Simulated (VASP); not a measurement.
# RbSi6: relaxation of cell and atoms with PBE

RbSi6:

```
CELL_PARAMETERS angstrom
-3.40185 3.40185 3.40185
3.40185 -3.40185 3.40185
3.40185 3.40185 -3.40185
ATOMIC_POSITIONS crystal
Rb 0.00000 0.00000 0.00000
Si 0.75000 0.25000 0.50000
Si 0.25000 0.75000 0.50000
Si 0.50000 0.25000 0.75000
Si 0.75000 0.50000 0.25000
Si 0.50000 0.75000 0.25000
Si 0.25000 0.50000 0.75000
```

```json
{
  "Program": "VASP 6.6.1",
  "Task": "relaxation of cell and atoms",
  "Functional": "PBE",
  "Potentials or basis": "VASP PAW PBE potentials, release 64 (Rb_sv, Si)",
  "Cutoff": "600 eV",
  "k mesh": "8 × 8 × 8",
  "Occupations": "fermi-dirac, width 0.15 eV",
  "Spin": "no spin polarisation",
  "Dipole correction": "no",
  "Further INCAR settings": "ALGO = Normal; EDIFF = 1e-06; IBRION = 2; EDIFFG = -0.001; NSW = 80; ISIF = 3"
}
```

```json
{
 "Relaxed volume": "22.50 Å³/atom",
 "Relaxed cell": "a = 5.893 Å, b = 5.893 Å, c = 5.893 Å, α = 109.47°, β = 109.47°, γ = 109.47°",
 "Space group after relaxing (to 0.1 Å)": "Im-3m (No. 229)",
 "Energy gained by relaxing": "0.0 meV/atom",
 "Ionic steps": "2",
 "Pressure after relaxing": "0.0 GPa",
 "Band gap on the k mesh": "zero (an odd number of electrons rules out a gap without spin polarisation)"
}
```

Final structure:
```cif
data_structure
_symmetry_space_group_name_H-M 'P 1'
_symmetry_Int_Tables_number 1
_cell_length_a 5.8927
_cell_length_b 5.8927
_cell_length_c 5.8927
_cell_angle_alpha 109.471
_cell_angle_beta 109.471
_cell_angle_gamma 109.471
_cell_volume 157.51
loop_
_atom_site_label
_atom_site_type_symbol
_atom_site_fract_x
_atom_site_fract_y
_atom_site_fract_z
_atom_site_occupancy
Rb1 Rb 0.00000 0.00000 0.00000 1
Si1 Si 0.75000 0.25000 0.50000 1
Si2 Si 0.25000 0.75000 0.50000 1
Si3 Si 0.50000 0.25000 0.75000 1
Si4 Si 0.75000 0.50000 0.25000 1
Si5 Si 0.50000 0.75000 0.25000 1
Si6 Si 0.25000 0.50000 0.75000 1
```

Levels at points of the mesh, in eV from the Fermi level:
```tsv
k point	band 12	band 13	band 14	band 15	band 16	band 17	band 18	band 19	band 20
(0.00, 0.00, 0.00)	-3.58	-3.58	-2.58	-2.58	-2.58	1.50	1.50	1.50	1.64
(0.50, 0.00, 0.00)	-4.05	-3.68	-2.65	-1.94	-1.30	-0.04	1.42	1.55	1.81
(0.50, 0.50, 0.50)	-2.51	-2.51	-0.58	-0.58	-0.58	-0.27	-0.27	-0.27	1.99
```

Wall time 3.8 min on 1 thread of Oxide Virtual Turin-like Processor (shared host), peak memory 0.36 GiB.
